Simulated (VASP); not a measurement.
Here is a VASP 6.6.1 calculation.

File INCAR:

```
SYSTEM = MnO2
  ALGO = Normal
  EDIFF = 1E-6
  ENCUT = 520
  GGA = PE
  ISIF = 2
  ISMEAR = 0
  LASPH = .True.
  LCHARG = .True.
  LELF = .True.
  LREAL = .False.
  LVHAR = .True.
  LWAVE = .False.
  NBANDS = 34
  NELM = 80
  PREC = Accurate
  SIGMA = 0.3
```

KPOINTS

```
k-points
0
Gamma
  5 5 7
  0 0 0
```

File POSCAR:

```
MnO2
1.0
    4.3983000000      0.0000000000      0.0000000000
    0.0000000000      4.3983000000      0.0000000000
    0.0000000000      0.0000000000      2.8730000000
Mn O
2 4
Direct
    0.0000000000      0.0000000000      0.0000000000
    0.5000000000      0.5000000000      0.5000000000
    0.3051500000      0.3051500000      0.0000000000
    0.1948500000      0.8051500000      0.5000000000
    0.6948500000      0.6948500000      0.0000000000
    0.8051500000      0.1948500000      0.5000000000
```

Potentials or basis: VASP PAW PBE potentials, release 64 (Mn_pv, O).

Command:

```sh
$ cat potpaw_PBE.64/Mn_pv/POTCAR potpaw_PBE.64/O/POTCAR > POTCAR
$ mpirun -np 1 vasp_std > vasp.out
```

**Question.** Predict the pressure.

**Answer.** -4.7 GPa.

**Question.** What does it give for the band gap on the k mesh?

**Answer.** Zero (band 25 reaches 5.54 eV, above the bottom of band 26 at 4.79 eV).

**Question.** What does it give for the largest force?

**Answer.** 0.282 eV/Å.

Forces in eV/Å, atoms in the order of the input:
```
Mn   0.000  0.000  0.000
Mn   0.000  0.000  0.000
O   -0.199 -0.199  0.000
O    0.199 -0.199  0.000
O    0.199  0.199  0.000
O   -0.199  0.199  0.000
```

Caveat: the run has no spin polarisation, though such a crystal can be magnetic; semilocal functionals often make such compounds metallic where correlation or magnetic order opens a gap, which also shifts bond lengths. Spin polarisation is off, so any magnetic state and its effect on volume and gap are missing.
